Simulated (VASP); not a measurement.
Input of a VASP 6.6.1 run:

INCAR

```
ALGO = Normal
EDIFF = 1E-7
ENCUT = 520
GGA = PE
ISIF = 2
ISMEAR = 0
LASPH = T
LCHARG = F
LREAL = F
LWAVE = F
NBANDS = 70
NELM = 100
PREC = Accurate
SIGMA = 0.2
```

KPOINTS

```
k-points
0
Gamma
  8 4 2
```

File POSCAR:

```
Ta2F
1.0
    2.8830383136     -0.1747700080      0.0397364012
   -0.3063436802      5.3478163338      0.1618534837
    0.1722774365      0.4374031227     13.5648751058
Ta F
8 4
Direct
    1.3408636733      0.0835265150      0.2602021869
    0.8409234347      0.5835296537      0.2601944357
    0.1592129859      0.4163620398      0.7398006519
    0.6592279438      0.9163506882      0.7398007436
    1.1098953864      0.3598611087      0.0872914462
    0.6099201063      0.8598761775      0.0872885521
    0.3899054513      0.1403002565      0.9127113136
   -0.1101209813      0.6402986643      0.9127157694
    0.8443184474      0.2379053378      0.3659458183
    0.3443687541      0.7378979106      0.3659340536
    0.6557428606      0.2620402977      0.6340616408
    0.1557419372      0.7620513503      0.6340533879
```

Potentials or basis: VASP PAW PBE potentials, release 64 (Ta_pv, F).

The run is started by

```console
$ cat potpaw_PBE.64/Ta_pv/POTCAR potpaw_PBE.64/F/POTCAR > POTCAR
$ mpirun -np 1 vasp_std > vasp.out
```

Problem. What does it give for the band gap on the k mesh?

Solution. Zero (bands 58 and 59 overlap by 0.87 eV).

Problem. Predict the largest force.

Solution. 0.038 eV/Å.

Forces on the atoms (eV/Å):
```
Ta   0.000  0.005 -0.038
Ta  -0.002  0.005 -0.037
Ta  -0.001 -0.001  0.038
Ta  -0.002  0.000  0.038
Ta   0.007 -0.007  0.007
Ta   0.005 -0.008  0.007
Ta  -0.004  0.003 -0.007
Ta  -0.003  0.003 -0.008
F   -0.002 -0.001  0.037
F   -0.003 -0.001  0.038
F    0.002  0.001 -0.038
F    0.002  0.000 -0.037
```

Caveat: spin-orbit coupling is left out, which moves the levels of the heavy elements.
